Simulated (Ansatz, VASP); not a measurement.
**Two plane-wave programs on CdS**

```
Cd S
1.0
     4.19890    0.00000    0.00000
    -2.09945    3.63635    0.00000
     0.00000    0.00000    6.83100
Cd S
2 2
Direct
  0.66667 0.33333 0.50185
  0.33333 0.66667 0.00185
  0.66667 0.33333 0.87846
  0.33333 0.66667 0.37846
```

Alike in both runs: task relaxation of cell and atoms; functional PBE; k mesh 6 × 6 × 4; occupations gaussian, width 0.02 eV; no spin polarisation.

|  | VASP | Ansatz |
| --- | --- | --- |
| version | VASP 6.6.1 | Ansatz 0.2.0 |
| potentials or method | VASP PAW PBE potentials, release 64 (Cd, S), cutoff 600 eV | scalar-relativistic, plane waves, PAW |
| valence electrons in the cell | 36 | 52 |

```csv
,VASP,Ansatz,Ansatz less VASP
"gap on the k mesh at the Fermi level, each at its own relaxed structure (eV)",1.10,1.11,+0.009
relaxed volume (Å³/atom),26.19,26.08,-0.113
relaxed cell length with the largest relative difference (Å),6.841,6.831,-0.0100
```

VASP's potentials hold 36 valence electrons a cell and Ansatz's 52, so a difference there can come from the potentials and not from the codes.
